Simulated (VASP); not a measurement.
# LiF (R-3m) in VASP: a series of runs

Aim: see how the results for LiF move with the level of theory and the settings. Levels: revPBE+D3(BJ), PBE. Tasks: single point.

All numbers are computed with VASP 6.6.1; they aren't measurements. Logs are shortened: lines on timing, memory, paths and dates and some standing lists are left out, and cuts for length are marked.

### Step 1. The cell of the first run

Symmetry: R-3m, No. 166, trigonal system. The conventional cell has a = 3.007 Å, b = 3.007 Å, c = 6.260 Å, α = 90.00°, β = 90.00°, γ = 120.00°. Li (site symmetry -3m) has 6 F at 2.03 Å within 2.7 Å. Within 2.7 Å of F (site symmetry -3m) lie 6 Li at 2.03 Å.

### Step 2. Single point, revPBE+D3(BJ)

The input, INCAR:

```
PREC = Accurate
ENCUT = 520
EDIFF = 1E-6
ISMEAR = 0
SIGMA = 0.05
LREAL = F
LASPH = T
NELM = 100
ALGO = Normal
ISIF = 2
LWAVE = F
LCHARG = F
GGA = RE
IVDW = 12
NBANDS = 12
```

The input, KPOINTS:

```
Automatic mesh
0
Gamma
  12 12 12
```

The input, POSCAR:

```
LiF
1.0
   -0.2126113725      1.9135023522      1.9135023522
    1.9135023522     -0.2126113725      1.9135023522
    1.9135023522      1.9135023522     -0.2126113725
Li F
1 1
Direct
    0.0000000000      0.0000000000      0.0000000000
    0.5000000000      0.5000000000      0.5000000000
```

Potentials or basis: VASP PAW PBE potentials, release 64 (Li_sv, F).

Command:

```bash
$ cat potpaw_PBE.64/Li_sv/POTCAR potpaw_PBE.64/F/POTCAR > POTCAR
$ mpirun -np 1 vasp_std > vasp.out
```

OUTCAR:

```text
PREC = Accurate
   ENCUT = 520
   EDIFF = 1E-6
   ISMEAR = 0
   LREAL = F
   LASPH = T
   NELM = 100
   ISIF = 2
   GGA = RE
   IVDW = 12
 IVDW          = 12

 ion  position               nearest neighbor table
   1  0.000  0.000  0.000-   2 2.03   2 2.03   2 2.03   2 2.03   2 2.03   2 2.03
   2  0.500  0.500  0.500-   1 2.03   1 2.03   1 2.03   1 2.03   1 2.03   1 2.03

  LATTYP: Found a trigonal (rhomboedric) cell.
 ALAT       =     2.7144402921
 COS(alpha) =     0.3865030675

  Lattice vectors:

 A1 = (  -0.2126113725,   1.9135023522,   1.9135023522)
 A2 = (   1.9135023522,  -0.2126113725,   1.9135023522)
 A3 = (   1.9135023522,   1.9135023522,  -0.2126113725)

Analysis of symmetry for initial positions (statically):
=====================================================================
 Subroutine PRICEL returns:
 Original cell was already a primitive cell.

 Routine SETGRP: Setting up the symmetry group for a
 trigonal (rhombohedral) supercell.

 Subroutine GETGRP returns: Found 12 space group operations
 (whereof 12 operations were pure point group operations)
 out of a pool of 12 trial point group operations.

The static configuration has the point symmetry D_3d.

Analysis of symmetry for dynamics (positions and initial velocities):
=====================================================================
 Subroutine PRICEL returns:
 Original cell was already a primitive cell.

 Routine SETGRP: Setting up the symmetry group for a
 trigonal (rhombohedral) supercell.

 Subroutine GETGRP returns: Found 12 space group operations
 (whereof 12 operations were pure point group operations)
 out of a pool of 12 trial point group operations.

The dynamic configuration has the point symmetry D_3d.

 Subroutine INISYM returns: Found 12 space group operations
 (whereof 12 operations are pure point group operations),
 and found     1 'primitive' translations

----------------------------------------------------------------------------------------

                                     Primitive cell

  volume of cell :      16.3384

  direct lattice vectors                    reciprocal lattice vectors
    -0.212611373  1.913502352  1.913502352    -0.221337283  0.249004443  0.249004443
     1.913502352 -0.212611373  1.913502352     0.249004443 -0.221337283  0.249004443
     1.913502352  1.913502352 -0.212611373     0.249004443  0.249004443 -0.221337283

  length of vectors
     2.714440292  2.714440292  2.714440292     0.415928622  0.415928622  0.415928622

  position of ions in fractional coordinates (direct lattice)
[... 90 lines left out ...]
   NELECT =      10.0000    total number of electrons
   NUPDOWN=      -1.0000    fix difference up-down
   EMIN   =  10.00;   EMAX   =-10.00  energy-range for DOS
   EFERMI =   0.00;   METHOD = LEGACY
   ISMEAR =     0;   SIGMA  =   0.05  broadening in eV -4-tet -1-fermi 0-gaus
   EFERMI_NEDOS =   21; number of points for ismear=-14 and -15
   IALGO  =     38    algorithm
   IMIX   =      4    mixing-type and parameters
     AMIX     =   0.40;   BMIX     =  1.00
     AMIX_MAG =   1.60;   BMIX_MAG =  1.00
  volume/ion in A,a.u.               =       8.17        55.13
  Fermi-wavevector in a.u.,A,eV,Ry     =   1.389970  2.626662 26.286674  1.932016
  Thomas-Fermi vector in A             =   2.513950
   LORBIT       =      0    0 simple, 1 ext, 2 COOP (PROOUT), +10 PAW based schemes
   GGA     = RE    functional components
   LHFCALC =     F    Hartree Fock is set to
   AEXX    =    0.0000 exact exchange contribution
   IVDW    =    12    specifies the selected vdW correction
   LEPSILON=     F    determine dielectric tensor
   LRPA    =     F    only Hartree local field effects (RPA)
 non-spin polarized calculation
 Gauss-broadening in eV      SIGMA  =   0.05
  energy-cutoff  :      520.00
  volume of cell :       16.34
 maximum number of plane-waves:       455
   NGX = 11   NGY = 11   NGZ = 11

 number of electron      10.0000000 magnetization

 number of electron       9.9999991 magnetization

 Free energy of the ion-electron system (eV)
  ---------------------------------------------------
  ext. energy  EPLUGINS =         0.00000000
  ---------------------------------------------------
  free energy    TOTEN  =        -9.10289775 eV

  energy without entropy =       -9.10289775  energy(sigma->0) =       -9.10289775

 E-fermi :  -0.0765     XC(G=0):  -9.6673

 val. band max:       -0.3284360570   @ k =   0.0000   0.0000   0.0000
 cond. band min:       8.3925189451   @ k =   0.0000   0.0000   0.0000
 fundamental gap:      8.7209550022
 Fermi energy:        -0.0765399662

 k-point     1 :       0.0000    0.0000    0.0000
  band No.  band energies     occupation
      1     -42.0987      2.00000
      2     -20.8636      2.00000
      3      -0.9908      2.00000
      4      -0.9908      2.00000
      5      -0.3284      2.00000
      6       8.3925      0.00000
      7      22.0293      0.00000
      8      22.0293      0.00000
      9      22.9812      0.00000
     10      22.9812      0.00000
     11      23.2549      0.00000
     12      28.0635      0.00000
[... 331 lines left out ...]
 k-point    24 :      -0.4167    0.1667    0.0000
  band No.  band energies     occupation
      1     -42.0427      2.00000
      2     -20.4020      2.00000
      3      -3.2153      2.00000
      4      -1.6503      2.00000
      5      -0.8034      2.00000
      6      11.2923      0.00000
      7      15.0863      0.00000
      8      18.3269      0.00000
      9      20.0830      0.00000
     10      26.2463      0.00000
     11      30.1907      0.00000
     12      31.9628      0.00000

 [... further k-points ...]

------------------------ aborting loop because EDIFF is reached ----------------------------------------

 Edisp (eV)   -0.70601

 E8    (eV) :    -0.4546

  FORCE on cell =-STRESS in cart. coord.  units (eV):
  Direction    XX          YY          ZZ          XY          YZ          ZX
  --------------------------------------------------------------------------------------
  -------------------------------------------------------------------------------------
  Total      -0.16360    -0.16360    -0.16360     0.51581     0.51581     0.51581
  in kB     -16.04319   -16.04319   -16.04319    50.58122    50.58122    50.58122
  external pressure =      -16.04 kB  Pullay stress =        0.00 kB

 VOLUME and BASIS-vectors are now :
 -----------------------------------------------------------------------------
  energy-cutoff  :      520.00
  volume of cell :       16.34
      direct lattice vectors                 reciprocal lattice vectors
    -0.212611373  1.913502352  1.913502352    -0.221337283  0.249004443  0.249004443
     1.913502352 -0.212611373  1.913502352     0.249004443 -0.221337283  0.249004443
     1.913502352  1.913502352 -0.212611373     0.249004443  0.249004443 -0.221337283

 POSITION                                       TOTAL-FORCE (eV/Angst)
 -----------------------------------------------------------------------------------
      0.00000      0.00000      0.00000        -0.000000     -0.000000      0.000000
      1.80720      1.80720      1.80720         0.000000      0.000000     -0.000000
 -----------------------------------------------------------------------------------
    total drift:                                0.000000      0.000000      0.000000

  FREE ENERGIE OF THE ION-ELECTRON SYSTEM (eV)
  ---------------------------------------------------
  free  energy   TOTEN  =        -9.8089061257 eV

  energy  without entropy=       -9.8089061257  energy(sigma->0) =       -9.80890613
```

stdout:

```text
POSCAR found type information on POSCAR LiF
 POSCAR found :  2 types and       2 ions
 scaLAPACK will be used
 -----------------------------------------------------------------------------
|                                                                             |
|                                                                             |
|     You enforced a specific xc type in the INCAR file but a different       |
|     I HOPE YOU KNOW WHAT YOU ARE DOING!                                     |
|                                                                             |
 -----------------------------------------------------------------------------

 LDA part: xc-table for (Slater+PW92), standard interpolation
 POSCAR, INCAR and KPOINTS ok, starting setup
 FFT: planning ... GRIDC
 FFT: planning ... GRID_SOFT
 FFT: planning ... GRID
 WAVECAR not read
 entering main loop
```

Wall time 16 s (1 thread of AMD EPYC 9R45 (Zen 5), shared host); peak memory 0.12 GiB.

Results:

| Item | Value |
| --- | --- |
| Free energy | -9.8089 eV |
| Band gap on the k mesh | 8.72 eV, direct |
| Dispersion energy per atom | -0.353 eV |

Levels at points of the mesh, in eV from the valence-band top:
```
           k point  band 2  band 3  band 4  band 5  band 6  band 7  band 8  band 9
(0.00, 0.00, 0.00)  -20.54   -0.66   -0.66    0.00    8.72   22.36   22.36   23.31
(0.50, 0.00, 0.00)  -20.15   -3.04   -0.68   -0.30   10.53   15.88   18.63   20.68
(0.50, 0.50, 0.00)  -19.80   -3.40   -1.90   -0.91   14.29   15.77   17.71   18.86
(0.50, 0.50, 0.50)  -19.80   -2.80   -1.10   -1.10   10.05   16.70   16.70   18.24
```

Caveat: the cutoff is under 1.25 times the usual one of these potentials, so pressure, stress and relaxed cells hold a basis-set (Pulay) error; the PAW data sets were made with another functional, which shifts forces and pressure a little. A k mesh can miss the band edges.

### Step 3. Single point, PBE

This run uses another cell than the first one, of the same volume but with other edges.

The input, INCAR:

```
PREC = Accurate ; ENCUT = 520
EDIFF = 1E-6 ; ISMEAR = 0
SIGMA = 0.05 ; LREAL = F
LASPH = T ; NELM = 80
ALGO = Normal ; ISIF = 2
LWAVE = F ; LCHARG = T
GGA = PE ; LELF = T
LVHAR = T ; NBANDS = 12
```

The input, KPOINTS:

```
regular mesh
0
Gamma
  12 12 12
```

The input, POSCAR:

```
LiF
1.0
    0.7874988714      2.4749964529      2.4749964529
    2.4749964529      0.7874988714      2.4749964529
    2.4749964529      2.4749964529      0.7874988714
Li F
1 1
Direct
    0.0000000000      0.0000000000      0.0000000000
    0.5000000000      0.5000000000      0.5000000000
```

Potentials or basis: VASP PAW PBE potentials, release 64 (Li_sv, F).

Command:

```bash
$ cat potpaw_PBE.64/Li_sv/POTCAR potpaw_PBE.64/F/POTCAR > POTCAR
$ mpirun -np 1 vasp_std > vasp.out
```

It took 40 s on 1 thread of AMD EPYC 9R45 (Zen 5), shared host; peak memory 0.14 GiB.

Results (log left out):

| Item | Value |
| --- | --- |
| Free energy | -7.8041 eV |
| Band gap on the k mesh | 4.17 eV, direct |

Levels at points of the mesh, in eV from the valence-band top:
```
           k point  band 2  band 3  band 4  band 5  band 6  band 7  band 8  band 9
(0.00, 0.00, 0.00)  -22.07   -4.35    0.00    0.00    4.17   14.27   17.88   24.61
(0.50, 0.00, 0.00)  -20.68   -4.64   -2.78   -0.85    5.09   13.78   14.47   18.34
(0.50, 0.50, 0.00)  -20.62   -4.90   -3.54   -0.94    7.92   11.92   17.05   17.55
(0.50, 0.50, 0.50)  -22.08   -5.20   -0.01   -0.01    8.01    9.40   23.48   23.48
```

Caveat: the cutoff is under 1.25 times the usual one of these potentials, so pressure, stress and relaxed cells hold a basis-set (Pulay) error. A k mesh can miss the band edges.
